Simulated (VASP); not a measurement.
A run of VASP 6.6.1 is set up as follows.

The input POSCAR:

```
PtSe
1.0
    3.7018703300      0.0000000000      0.0000000000
   -1.8509351600      3.2059137500      0.0000000000
    0.0000000000      0.0000000000      3.6128420300
Pt Se
1 1
Direct
    0.0000000000      0.0000000000      0.0000000000
    0.6666666667      0.3333333333      0.5000000000
```

The input INCAR.step1:

```
SYSTEM = PtSe
ALGO = Normal
EDIFF = 1E-5
ENCUT = 400
GGA = PE
GGA_COMPAT = .False.
ISIF = 2
ISMEAR = -1
LASPH = .True.
LCHARG = .False.
LREAL = .False.
LWAVE = .True.
NBANDS = 15
NELM = 120
PREC = Accurate
SIGMA = 0.05
```

File INCAR.step2:

```
SYSTEM = PtSe
AEXX = 0.2
AGGAC = 0.81
AGGAX = 0.72
ALDAC = 0.19
ALGO = Normal
EDIFF = 1E-6
ENCUT = 400
GGA = B3
GGA_COMPAT = .False.
ISIF = 2
ISMEAR = -1
ISTART = 1
LASPH = .True.
LCHARG = .False.
LHFCALC = .True.
LREAL = .False.
LWAVE = .False.
NBANDS = 15
NELM = 120
PREC = Accurate
PRECFOCK = Normal
SIGMA = 0.05
```

KPOINTS

```
k-points
0
Gamma
  4 4 4
  0 0 0
```

Potentials or basis: VASP PAW PBE potentials, release 64 (Pt, Se).

The run is started by

```sh
$ cat potpaw_PBE.64/Pt/POTCAR potpaw_PBE.64/Se/POTCAR > POTCAR
$ cp INCAR.step1 INCAR
$ mpirun -np 1 vasp_std > vasp.out
$ cp INCAR.step2 INCAR
$ mpirun -np 1 vasp_std > vasp.out
```

(1) What does it give for the pressure?

(2) Predict the band gap on the k mesh.

Results:

(1) -8.8 GPa.

(2) zero (bands 8 and 9 overlap by 1.11 eV).

Caveat: the k points lie up to 0.49 Å⁻¹ apart, too coarse for converged energies and pressures of a metal; the PAW data sets were made with another functional, which shifts forces and pressure a little; spin-orbit coupling is left out, which moves the levels of the heavy elements.
